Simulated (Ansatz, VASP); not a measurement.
## N in VASP and in Ansatz

```
CELL_PARAMETERS angstrom
5.84936 0.00000 0.00000
0.00000 5.84936 0.00000
0.00000 0.00000 5.84936
ATOMIC_POSITIONS crystal
N 0.00006 0.00006 0.00006
N 0.49994 0.99994 0.50006
N 0.50006 0.49994 0.99994
N 0.99994 0.50006 0.49994
```

Alike in both runs: task single point; functional PBEsol; k mesh 4 × 4 × 4; occupations gaussian, width 0.05 eV; collinear spin.

|  | VASP | Ansatz |
| --- | --- | --- |
| version | VASP 6.6.1 | Ansatz 0.2.0 |
| potentials or method | VASP PAW PBE potentials, release 64 (N), cutoff 520 eV | scalar-relativistic, plane waves, PAW |
| valence electrons in the cell | 20 | 20 |

```csv
,VASP,Ansatz,Ansatz less VASP
gap on the k mesh at the Fermi level (eV),3.34,3.34,-0.001
least direct gap on the mesh (eV),3.40,3.39,-0.001
pressure (GPa),0.0,0.0,+0.04
net moment per atom (μB),3.00,3.00,0.000
size of the moment on the site where the two differ most (μB),1.94,2.95,+1.003
```

VASP's potentials were made for PBE, not for PBEsol. Site moments also hang on the region over which each program counts them.
